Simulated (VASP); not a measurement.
# W in VASP: single point with LDA

Aim: the single point of W with LDA.

Program: VASP 6.6.1. These are calculated values, not measurements. Logs are shortened: lines on timing, memory, paths and dates and some standing lists are left out, and cuts for length are marked.

## 1. The cell of the first run

The cell holds a slab with vacuum, 6 atoms: a = 2.871 Å, b = 2.871 Å, c = 27.150 Å, α = 90.00°, β = 90.00°, γ = 90.00°.

## 2. Single point, LDA

Input file INCAR:

```
PREC = Accurate ; ENCUT = 520
EDIFF = 1E-6 ; ISMEAR = 0
SIGMA = 0.1 ; LREAL = False
LASPH = True ; NELM = 100
ALGO = Normal ; ISIF = 2
LWAVE = False ; LCHARG = True
LDIPOL = True ; IDIPOL = 3
DIPOL = 0.5 0.5 0.489 ; LELF = True
LVHAR = True ; LVACPOTAV = True
NBANDS = 51
```

Input file KPOINTS:

```
Automatic mesh
0
Gamma
  20 20 1
```

Input file POSCAR:

```
W
1.0
    2.8708535300      0.0000000000      0.0000000000
    0.0000000000      2.8708535300      0.0000000000
    0.0000000000      0.0000000000     27.1499998970
W
6
Direct
    0.5000000000      0.5000000000      0.3130755076
    0.0000000000      0.0000000000      0.3878452984
    0.5000000000      0.5000000000      0.4626150995
    0.0000000000      0.0000000000      0.5261253273
    0.5000000000      0.5000000000      0.5919806261
    0.0000000000      0.0000000000      0.6548834119
```

Potentials or basis: VASP PAW LDA potentials, release 64 (W_sv).

Command:

```sh
cat potpaw_LDA.64/W_sv/POTCAR > POTCAR
mpirun -np 1 vasp_std > vasp.out
```

OUTCAR:

```text
PREC = Accurate
   ENCUT = 520
   EDIFF = 1E-6
   ISMEAR = 0
   LREAL = False
   LASPH = True
   NELM = 100
   ISIF = 2

 ion  position               nearest neighbor table
   1  0.500  0.500  0.313-   2 2.87   2 2.87   2 2.87   2 2.87
   2  0.000  0.000  0.388-   1 2.87   1 2.87   1 2.87   1 2.87   3 2.87   3 2.87   3 2.87   3 2.87

   3  0.500  0.500  0.463-   4 2.66   4 2.66   4 2.66   4 2.66   2 2.87   2 2.87   2 2.87   2 2.87

   4  0.000  0.000  0.526-   3 2.66   3 2.66   3 2.66   3 2.66   5 2.71   5 2.71   5 2.71   5 2.71

   5  0.500  0.500  0.592-   6 2.65   6 2.65   6 2.65   6 2.65   4 2.71   4 2.71   4 2.71   4 2.71

   6  0.000  0.000  0.655-   5 2.65   5 2.65   5 2.65   5 2.65

  LATTYP: Found a simple tetragonal cell.
 ALAT       =     2.8708535300
 C/A-ratio  =     9.4571177572

  Lattice vectors:

 A1 = (   2.8708535300,   0.0000000000,   0.0000000000)
 A2 = (   0.0000000000,   2.8708535300,   0.0000000000)
 A3 = (   0.0000000000,   0.0000000000,  27.1499998970)

Analysis of symmetry for initial positions (statically):
=====================================================================
 Subroutine PRICEL returns:
 Original cell was already a primitive cell.

 Routine SETGRP: Setting up the symmetry group for a
 simple tetragonal supercell.

 Subroutine GETGRP returns: Found  8 space group operations
 (whereof  8 operations were pure point group operations)
 out of a pool of 16 trial point group operations.

The static configuration has the point symmetry C_4v.

Analysis of symmetry for dynamics (positions and initial velocities):
=====================================================================
 Subroutine PRICEL returns:
 Original cell was already a primitive cell.

 Routine SETGRP: Setting up the symmetry group for a
 simple tetragonal supercell.

 Subroutine GETGRP returns: Found  8 space group operations
 (whereof  8 operations were pure point group operations)
 out of a pool of 16 trial point group operations.

The dynamic configuration has the point symmetry C_4v.

 Subroutine INISYM returns: Found  8 space group operations
 (whereof  8 operations are pure point group operations),
 and found     1 'primitive' translations

----------------------------------------------------------------------------------------

                                     Primitive cell

  volume of cell :     223.7649

  direct lattice vectors                    reciprocal lattice vectors
     2.870853530  0.000000000  0.000000000     0.348328464  0.000000000  0.000000000
     0.000000000  2.870853530  0.000000000     0.000000000  0.348328464  0.000000000
     0.000000000  0.000000000 27.149999897     0.000000000  0.000000000  0.036832413

  length of vectors
     2.870853530  2.870853530 27.149999897     0.348328464  0.348328464  0.036832413

  position of ions in fractional coordinates (direct lattice)
     0.500000000  0.500000000  0.313075508
     0.000000000  0.000000000  0.387845298
     0.500000000  0.500000000  0.462615099
     0.000000000  0.000000000  0.526125327
     0.500000000  0.500000000  0.591980626
     0.000000000  0.000000000  0.654883412

  ion indices of the primitive-cell ions
   primitive index   ion index
                 1           1
                 2           2
                 3           3
                 4           4
                 5           5
                 6           6

----------------------------------------------------------------------------------------

 KPOINTS: Automatic mesh

Automatic generation of k-mesh.
 Grid dimensions read from file:
 generate k-points for:   20   20    1

 Generating k-lattice:

  Cartesian coordinates                     Fractional coordinates (reciprocal lattice)
     0.017416423  0.000000000  0.000000000     0.050000000  0.000000000  0.000000000
     0.000000000  0.017416423  0.000000000     0.000000000  0.050000000  0.000000000
     0.000000000  0.000000000  0.036832413     0.000000000  0.000000000  1.000000000

  Length of vectors
     0.017416423  0.017416423  0.036832413

  Shift w.r.t. Gamma in fractional coordinates (k-lattice)
     0.000000000  0.000000000  0.000000000

 Subroutine IBZKPT returns following result:
 ===========================================

 Found     66 irreducible k-points:

 Following reciprocal coordinates:
            Coordinates               Weight
  0.000000  0.000000  0.000000      1.000000
  0.050000  0.000000  0.000000      4.000000
  0.100000  0.000000  0.000000      4.000000
  0.150000  0.000000  0.000000      4.000000
  0.200000  0.000000  0.000000      4.000000
  0.250000  0.000000  0.000000      4.000000
[... 16 lines left out ...]
  0.150000  0.100000  0.000000      8.000000
  0.200000  0.100000  0.000000      8.000000
 [... further k-points ...]
   k-points           NKPTS =     66   k-points in BZ     NKDIM =     66   number of bands    NBANDS=     51
   number of dos      NEDOS =    301   number of ions     NIONS =      6
   total plane-waves  NPLWV = 120960
   dimension x,y,z NGX =    24 NGY =   24 NGZ =  210
   dimension x,y,z NGXF=    48 NGYF=   48 NGZF=  420
   ions per type =               6
   NGX,Y,Z   is equivalent  to a cutoff of  13.90, 13.90, 12.86 a.u.
   NGXF,Y,Z  is equivalent  to a cutoff of  27.80, 27.80, 25.72 a.u.
 SYSTEM =  unknown system
   PREC   = accura    normal or accurate (medium, high low for compatibility)
   ISTART =      0    job   : 0-new  1-cont  2-samecut
   ICHARG =      2    charge: 1-file 2-atom 10-const
   ISPIN  =      1    spin polarized calculation?
   LNONCOLLINEAR =      F non collinear calculations
   LSORBIT =      F    spin-orbit coupling
   LASPH  =      T    aspherical Exc in radial PAW
   ENCUT  =  520.0 eV  38.22 Ry    6.18 a.u.   5.34  5.34 50.48*2*pi/ulx,y,z
   NELM   =    100;   NELMIN=  2; NELMDL= -5     # of ELM steps
   EDIFF  = 0.1E-05   stopping-criterion for ELM
   LREAL  =      F    real-space projection
   EDIFFG = 0.1E-04   stopping-criterion for IOM
   NSW    =      0    number of steps for IOM
   IBRION =     -1    ionic relax: 0-MD 1-quasi-New 2-CG
   NFREE  =      0    steps in history (QN), initial steepest desc. (CG)
   ISIF   =      2    stress and relaxation
   ISYM   =      2    0-nonsym 1-usesym 2-fastsym
   POTIM  = 0.5000    time-step for ionic-motion
   TEBEG  =    0.0;   TEEND  =   0.0 temperature during run
   PSTRESS=    0.0 pullay stress
   NELECT =      84.0000    total number of electrons
   NUPDOWN=      -1.0000    fix difference up-down
   EMIN   =  10.00;   EMAX   =-10.00  energy-range for DOS
   EFERMI =   0.00;   METHOD = LEGACY
   ISMEAR =     0;   SIGMA  =   0.10  broadening in eV -4-tet -1-fermi 0-gaus
   EFERMI_NEDOS =   21; number of points for ismear=-14 and -15
   IALGO  =     38    algorithm
   IMIX   =      4    mixing-type and parameters
     AMIX     =   0.40;   BMIX     =  1.00
     AMIX_MAG =   1.60;   BMIX_MAG =  1.00
  volume/ion in A,a.u.               =      37.29       251.67
  Fermi-wavevector in a.u.,A,eV,Ry     =   1.180966  2.231702 18.975774  1.394680
  Thomas-Fermi vector in A             =   2.317248
   LORBIT       =      0    0 simple, 1 ext, 2 COOP (PROOUT), +10 PAW based schemes
   GGA     = CA    functional components
   LHFCALC =     F    Hartree Fock is set to
   AEXX    =    0.0000 exact exchange contribution
   IVDW    =     0    specifies the selected vdW correction
   LEPSILON=     F    determine dielectric tensor
   LRPA    =     F    only Hartree local field effects (RPA)
 non-spin polarized calculation
 Gauss-broadening in eV      SIGMA  =   0.10
  energy-cutoff  :      520.00
  volume of cell :      223.76
 maximum number of plane-waves:      6083
 NGX is ok and might be reduce to    24
   NGX = 11   NGY = 11   NGZ =101

 dipolmoment           0.000000      0.000000      0.001545 electrons x Angstroem

 number of electron      83.9999989 magnetization

 dipolmoment           0.000000      0.000000     -0.008494 electrons x Angstroem

 Free energy of the ion-electron system (eV)
  ---------------------------------------------------
  ext. energy  EPLUGINS =         0.00000000
  ---------------------------------------------------
  free energy    TOTEN  =       -77.81463434 eV

  energy without entropy =      -77.78398569  energy(sigma->0) =      -77.79931001

 E-fermi :   2.0471     XC(G=0):  -6.6557

 val. band max:        2.0444096833   @ k =   0.3000   0.2000   0.0000
 cond. band min:       2.0565745036   @ k =   0.4000   0.1000   0.0000
 fundamental gap:      0.0121648203
 Fermi energy:         2.0470862430

 k-point     1 :       0.0000    0.0000    0.0000
  band No.  band energies     occupation
      1     -71.5806      2.00000
      2     -71.3805      2.00000
      3     -71.2820      2.00000
      4     -71.1889      2.00000
      5     -71.0383      2.00000
      6     -70.9604      2.00000
[... 43 lines left out ...]
     50       4.3146      0.00000
     51       4.7734      0.00000

 k-point     2 :       0.0500    0.0000    0.0000
  band No.  band energies     occupation
      1     -71.5797      2.00000
      2     -71.3797      2.00000
      3     -71.2802      2.00000
      4     -71.1871      2.00000
      5     -71.0380      2.00000
      6     -70.9611      2.00000
[... 43 lines left out ...]
     50       4.4072      0.00000
     51       4.7695      0.00000

 k-point     3 :       0.1000    0.0000    0.0000
  band No.  band energies     occupation
      1     -71.5770      2.00000
      2     -71.3774      2.00000
      3     -71.2747      2.00000
      4     -71.1819      2.00000
      5     -71.0370      2.00000
      6     -70.9632      2.00000
[... 43 lines left out ...]
     50       4.2824      0.00000
     51       4.5666      0.00000
[... 1027 lines left out ...]
 k-point    23 :       0.1500    0.1000    0.0000
  band No.  band energies     occupation
      1     -71.5692      2.00000
      2     -71.3708      2.00000
      3     -71.2596      2.00000
      4     -71.1668      2.00000
      5     -71.0338      2.00000
      6     -70.9689      2.00000
[... 43 lines left out ...]
     50       3.8606      0.00000
     51       4.3029      0.00000

 k-point    24 :       0.2000    0.1000    0.0000
  band No.  band energies     occupation
      1     -71.5640      2.00000
      2     -71.3663      2.00000
      3     -71.2493      2.00000
      4     -71.1556      2.00000
      5     -71.0317      2.00000
      6     -70.9737      2.00000
[... 43 lines left out ...]
     50       3.7599      0.00000
     51       4.0606      0.00000

 [... further k-points ...]

------------------------ aborting loop because EDIFF is reached ----------------------------------------

  FORCE on cell =-STRESS in cart. coord.  units (eV):
  Direction    XX          YY          ZZ          XY          YZ          ZX
  --------------------------------------------------------------------------------------
  -------------------------------------------------------------------------------------
  Total        0.5981198      0.5981198     -3.6318998      0.0000000     -0.0000000      0.0000000
  in kB        4.2825935      4.2825935    -26.0047413      0.0000000     -0.0000000      0.0000000
  external PRESSURE =      -5.8131847 kB  Pullay stress =       0.0000000 kB

 VOLUME and BASIS-vectors are now :
 -----------------------------------------------------------------------------
  energy-cutoff  :      520.00
  volume of cell :      223.76
      direct lattice vectors                 reciprocal lattice vectors
     2.870853530  0.000000000  0.000000000     0.348328464  0.000000000  0.000000000
     0.000000000  2.870853530  0.000000000     0.000000000  0.348328464  0.000000000
     0.000000000  0.000000000 27.149999897     0.000000000  0.000000000  0.036832413

 POSITION                                       TOTAL-FORCE (eV/Angst)
 -----------------------------------------------------------------------------------
      1.43543      1.43543      8.50000         0.000000      0.000000      0.947428
      0.00000      0.00000     10.53000         0.000000      0.000000      0.205378
      1.43543      1.43543     12.56000        -0.000000      0.000000     -1.380158
      0.00000      0.00000     14.28430         0.000000     -0.000000      0.209250
      1.43543      1.43543     16.07227         0.000000      0.000000     -0.145342
      0.00000      0.00000     17.78008         0.000000      0.000000      0.163444
 -----------------------------------------------------------------------------------
    total drift:                                0.000000     -0.000000     -0.000076

  FREE ENERGIE OF THE ION-ELECTRON SYSTEM (eV)
  ---------------------------------------------------
  free  energy   TOTEN  =       -77.8146343433 eV

  energy  without entropy=      -77.7839856860  energy(sigma->0) =      -77.79931001

 vacuum level on the upper side and lower side of the slab         6.710         6.896
```

Wall time 20 min (1 thread of AMD EPYC 9R45 (Zen 5), shared host); peak memory 0.59 GiB.

Results:

```
Free energy            : -77.8146 eV
Largest force          : 1.380 eV/Å
Band gap on the k mesh : zero (bands 42 and 43 overlap by 2.37 eV)
```

Forces in eV/Å, atoms in the order of the input:
```
W    0.000  0.000  0.947
W    0.000  0.000  0.205
W    0.000  0.000 -1.380
W    0.000  0.000  0.209
W    0.000  0.000 -0.145
W    0.000  0.000  0.163
```

Caveat: spin-orbit coupling is left out, which moves the levels of the heavy elements.
